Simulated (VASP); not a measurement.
Zr3TiC4:

```
CELL_PARAMETERS angstrom
3.45117 0.00000 0.00000
0.00000 4.88069 0.00000
0.00000 0.00000 6.90233
ATOMIC_POSITIONS crystal
Zr 0.00000 0.00000 0.75000
Zr 0.00000 0.00000 0.25000
Zr 0.50000 0.50000 0.00000
Ti 0.50000 0.50000 0.50000
C 0.00000 0.50000 0.25000
C 0.00000 0.50000 0.75000
C 0.50000 0.00000 0.00000
C 0.50000 0.00000 0.50000
```

```yaml
Program: VASP 6.6.1
Task: relaxation of cell and atoms
Functional: PBE
Potentials_or_basis: VASP PAW PBE potentials, release 64 (Zr_sv, Ti_sv, C)
Cutoff: 600 eV
k_mesh: 6 × 4 × 4
Occupations: gaussian, width 0.1 eV
Spin: no spin polarisation
```

At the start: pressure -25.5 GPa; volume 14.53 Å³/atom.

How do energy, volume and symmetry change on relaxing?

Over 11 steps the energy falls by 203.3 meV/atom and the volume is 12.39 Å³/atom (-14.7 %); space group Pmmm (No. 47, to 0.1 Å) before and after.

Step by step:
| step | energy change (eV) | largest force (eV/Å) | pressure (GPa) | volume (Å³) |
| --- | --- | --- | --- | --- |
| 1 | 0.0000 | 0.5172 | -25.48 | 116.26 |
| 2 | 1.4861 | 1.4117 | 65.44 | 81.54 |
| 3 | -1.5556 | 0.8863 | -1.41 | 99.98 |
| 4 | -1.5596 | 0.9016 | -0.04 | 99.36 |
| 5 | -1.5596 | 0.9095 | 0.69 | 99.04 |
| 6 | -1.6175 | 0.3531 | 0.74 | 98.87 |
| 7 | -1.6220 | 0.2445 | 0.82 | 98.80 |
| 8 | -1.6246 | 0.0551 | -1.17 | 99.65 |
| 9 | -1.6261 | 0.0554 | -0.44 | 99.33 |
| 10 | -1.6266 | 0.0524 | 0.24 | 99.03 |
| 11 | -1.6267 | 0.0162 | 0.01 | 99.13 |

Final structure:
```
Zr Ti C
1.0
     3.28118    0.00000    0.00000
     0.00000    4.62445    0.00000
     0.00000    0.00000    6.53299
Zr Ti C
3 1 4
Direct
  0.00000 0.00000 0.74588
  0.00000 0.00000 0.25412
  0.50000 0.50000 0.00000
  0.50000 0.50000 0.50000
  0.00000 0.50000 0.26109
  0.00000 0.50000 0.73891
  0.50000 0.00000 0.00000
  0.50000 0.00000 0.50000
```
